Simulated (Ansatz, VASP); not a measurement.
**Si: VASP beside Ansatz**

```
Si
1.0
     2.69083    0.00000    0.00000
    -1.34542    2.33033    0.00000
     0.00000    0.00000    4.60987
Si
2
Direct
  0.33333 0.66667 0.25000
  0.66667 0.33333 0.75000
```

Change from the starting cell: strain +0.015 along x and y, +0.015 along z, atoms carried along.

Alike in both runs: task single point; functional LDA; k mesh 24 × 24 × 14; occupations gaussian, width 0.15 eV; no spin polarisation.

|  | VASP | Ansatz |
| --- | --- | --- |
| version | VASP 6.6.1 | Ansatz 0.2.0 |
| potentials or method | VASP PAW LDA potentials, release 64 (Si), cutoff 520 eV | scalar-relativistic, plane waves, PAW |
| valence electrons in the cell | 8 | 8 |

VASP gave:

- gap on the k mesh at the Fermi level (eV): none
- pressure (GPa): -3.8
- traceless stress, the component that is largest in VASP (GPa): 0.05

Which values does Ansatz return?

gap on the k mesh at the Fermi level (eV): none; pressure (GPa): -3.9; traceless stress, the component that is largest in VASP (GPa): 0.05.

LDA's correlation is that of Perdew and Zunger in VASP and of Perdew and Wang (1992) in Ansatz. A gap of «none» marks a metal or a gap that the smearing closes.
